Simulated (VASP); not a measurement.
Set up this calculation in VASP 6.6.1, as the native input.

- Task: single point
- Functional: PBE
- Potentials or basis: VASP PAW PBE potentials, release 64 (Si, C)
- Cutoff: 520 eV
- k mesh: 6 × 6 × 2
- Occupations: gaussian, width 0.1 eV
- Spin: no spin polarisation
- Dipole correction: no
- Further INCAR settings: ALGO = Normal; EDIFF = 1e-06; NBANDS = 21

The structure of SiC2 lies in POSCAR:

```
SiC2
1.0
    3.2440466586     -0.0000000034      0.0000000000
   -1.6220233264      2.8094268191      0.0000000000
    0.0000000000      0.0000000000     12.5169487329
Si C
2 4
Direct
    0.3333333333      0.6666666667      0.0000000000
    0.6666666667      0.3333333333      0.0000000000
    0.3333333333      0.6666666667      0.6589556936
    0.3333333333      0.6666666667      0.3410443064
    0.6666666667      0.3333333333      0.6589556936
    0.6666666667      0.3333333333      0.3410443064
```

These files were run (other wordings do the same):

INCAR

```
SYSTEM = SiC2
PREC = Accurate ; ENCUT = 520
EDIFF = 1E-6 ; ISMEAR = 0
SIGMA = 0.1 ; LREAL = .False.
LASPH = .True. ; NELM = 80
ALGO = Normal ; ISIF = 2
LWAVE = .False. ; LCHARG = .False.
GGA = PE ; NBANDS = 21
```

KPOINTS

```
Automatic mesh
0
Gamma
  6 6 2
  0 0 0
```

Potentials or basis: VASP PAW PBE potentials, release 64 (Si, C).

The run is started by

```console
$ cat potpaw_PBE.64/Si/POTCAR potpaw_PBE.64/C/POTCAR > POTCAR
$ mpirun -np 1 vasp_std > vasp.out
```

It gave:

```yaml
Pressure: 0.0 GPa
Band_gap_on_the_k_mesh: zero (band 12 reaches 1.67 eV, above the bottom of band 13 at 1.05 eV)
```

Caveat: the k points lie up to 0.37 Å⁻¹ apart.

Run time: 18 s on 1 thread of AMD EPYC 9R45 (Zen 5), on a shared host, peak memory 0.19 GiB.
